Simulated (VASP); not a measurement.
## Hg: single point with RPBE

Hg:

```xyz
2
Lattice="0.0000 4.8966 4.8966 4.8966 0.0000 4.8966 4.8966 4.8966 0.0000" Properties=species:S:1:pos:R:3 pbc="T T T"
Hg    1.2241    1.2241    1.2241
Hg    8.5690    8.5690    8.5690
```

```
Program             : VASP 6.6.1
Task                : single point
Functional          : RPBE
Potentials or basis : VASP PAW PBE potentials, release 64 (Hg)
Cutoff              : 520 eV
k mesh              : 6 × 6 × 6
Occupations         : fermi-dirac, width 0.1 eV
Spin                : no spin polarisation
```

The pressure is 0.0 GPa. The band gap on the k mesh is 3.58 eV (least direct gap 4.24 eV).

Levels at points of the mesh, in eV from the valence-band top:
| k point | band 9 | band 10 | band 11 | band 12 | band 13 | band 14 | band 15 | band 16 |
| --- | --- | --- | --- | --- | --- | --- | --- | --- |
| (0.00, 0.00, 0.00) | -3.99 | -3.99 | -1.73 | 0.00 | 5.00 | 5.00 | 5.00 | 5.82 |
| (0.50, 0.00, 0.00) | -3.97 | -3.97 | -1.34 | -0.53 | 3.80 | 4.54 | 4.54 | 6.30 |
| (0.50, 0.50, 0.00) | -3.97 | -3.97 | -0.95 | -0.95 | 4.02 | 4.02 | 4.77 | 4.77 |

Run time: 57 s on 1 thread of AMD EPYC 7R13 Processor (Zen 3), with other jobs on the host, peak memory 0.35 GiB.

Caveat: the PAW data sets were made with another functional, which shifts forces and pressure a little; spin-orbit coupling is left out, which moves the levels of the heavy elements. A k mesh can miss the band edges.
